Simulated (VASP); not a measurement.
Wanted: the native input for a VASP 6.6.1 run.

| Item | Value |
| --- | --- |
| Task | single point |
| Functional | LDA |
| Potentials or basis | VASP PAW LDA potentials, release 64 (Ba_sv, Zn, N) |
| Cutoff | 520 eV |
| k mesh | 2 × 2 × 2 |
| Occupations | gaussian, width 0.1 eV |
| Spin | no spin polarisation |
| Dipole correction | no |
| Further INCAR settings | LREAL = Auto; ALGO = Normal; EDIFF = 1e-06; NBANDS = 94 |

The structure of Ba7Zn4N8 (a cell with a defect) lies in POSCAR:

```
Ba7Zn4N8
1.0
    0.0000000000      8.2478060000     -0.0000003200
    8.2478060000      0.0000000000     -0.0000003200
    2.0619512500      2.0619512500     -6.4833271600
Ba Zn N
7 4 8
Direct
    0.1724094053      0.1743465265      0.3120140075
    0.3451920534      0.3732129599      0.6372638104
    0.3401200465      0.8224295237      0.6630243272
    0.6697891567      0.1585587761      0.3194430396
    0.8132330173      0.3095653753      0.6915613743
    0.9908261033      0.6689190410      0.3601125489
    0.8070511935      0.8225071827      0.7509461359
    0.0144101261      0.0264420532     -0.0110370819
   -0.0101740379      0.4791169323     -0.0015148318
    0.4864870030      0.0037011567      0.0064917044
    0.5093093348      0.4858864996     -0.0031584583
    0.0719269123      0.0690825195      0.7170241205
    0.4331360020      0.3876884005      0.2668570773
    0.0493995898      0.5623769804      0.7226847710
    0.4209582585      0.9640274093      0.2781079085
    0.5702781874      0.0573592366      0.7295924889
    0.9255686217      0.3987589464      0.2752846698
    0.5921755064      0.5727469456      0.7226316846
    0.9391848451      0.9750341364      0.2637936271
```

One way to write it, as run:

INCAR

```
SYSTEM = Ba7Zn4N8
ALGO = Normal
EDIFF = 1E-6
ENCUT = 520
ISIF = 2
ISMEAR = 0
LASPH = .TRUE.
LCHARG = .FALSE.
LREAL = Auto
LWAVE = .FALSE.
NBANDS = 94
NELM = 60
PREC = Accurate
SIGMA = 0.1
```

KPOINTS

```
k-points
0
G
  2 2 2
  0 0 0
```

Potentials or basis: VASP PAW LDA potentials, release 64 (Ba_sv, Zn, N).

Launch:

```sh
$ cat potpaw_LDA.64/Ba_sv/POTCAR potpaw_LDA.64/Zn/POTCAR potpaw_LDA.64/N/POTCAR > POTCAR
$ mpirun -np 1 vasp_std > vasp.out
```

Results of the run:

```yaml
Pressure: -0.4 GPa
Largest_force: 0.637 eV/Å
Band_gap_on_the_k_mesh: zero (bands 79 and 80 overlap by 0.25 eV)
```

Caveat: the k points lie up to 0.48 Å⁻¹ apart; spin-orbit coupling is left out, which moves the levels of the heavy elements.

Wall time 13 min on 1 thread of Intel(R) Xeon(R) Platinum 8259CL CPU @ 2.50GHz (Skylake/Cascade Lake), with other jobs on the host, peak memory 0.51 GiB.
